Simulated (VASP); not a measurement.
Zr3Cd2: single point with PBEsol

Crystal: Zr3Cd2.

```
Zr Cd
1.0
     5.50064    0.00000    0.00000
     0.00000    5.50064    0.00000
     0.00000    0.00000    5.16710
Zr Cd
3 2
Direct
  0.00000 0.50000 0.00000
  0.50000 0.00000 0.00000
  0.00000 0.00000 0.00000
  0.50000 0.50000 0.50000
  0.50000 0.50000 0.00000
```

This cell differs from its parent crystal: uniaxial strain along c: +1.5 %, then relaxed in part.

```json
{"Program": "VASP 6.6.1", "Task": "single point", "Functional": "PBEsol", "Potentials or basis": "VASP PAW PBE potentials, release 64 (Zr_sv, Cd)", "Cutoff": "520 eV", "k mesh": "8 × 8 × 8", "Occupations": "gaussian, width 0.1 eV", "Spin": "no spin polarisation", "Dipole correction": "no", "Further INCAR settings": "ALGO = Fast; EDIFF = 1e-06; NBANDS = 38"}
```

| Property | Result |
| --- | --- |
| Pressure | -0.2 GPa |
| Band gap on the k mesh | zero (bands 30 and 31 overlap by 0.97 eV) |

Stress tensor (GPa, compression positive):
```
 0.17  0.00  0.00
 0.00  0.17  0.00
 0.00  0.00 -1.03
```

Levels at points of the mesh, in eV from the Fermi level:
```csv
k point,band 26,band 27,band 28,band 29,band 30,band 31,band 32,band 33,band 34,band 35
"(0.00, 0.00, 0.00)",-1.61,-1.30,-0.86,-0.86,-0.33,-0.08,-0.08,0.73,1.39,1.45
"(0.50, 0.00, 0.00)",-1.34,-1.29,-0.75,-0.40,-0.25,0.38,0.64,1.07,1.16,1.46
"(0.50, 0.50, 0.00)",-1.59,-0.53,-0.11,-0.11,0.09,0.77,0.77,0.84,0.94,0.94
"(0.00, 0.00, 0.50)",-1.95,-1.60,-1.31,-1.31,0.57,0.91,0.91,1.18,1.18,1.78
"(0.50, 0.00, 0.50)",-1.81,-1.02,-0.99,-0.84,0.33,0.48,0.94,1.00,1.03,1.49
"(0.50, 0.50, 0.50)",-2.07,-0.62,-0.38,-0.38,0.44,0.77,0.77,1.30,1.52,1.54
```

It took 5.3 min on 1 thread of Intel(R) Xeon(R) 6975P-C (Granite Rapids), with other jobs on the host, peak memory 0.51 GiB.

Caveat: the cell differs from its parent crystal (uniaxial strain along c: +1.5 %, then relaxed in part); the PAW data sets were made with another functional, which shifts forces and pressure a little.
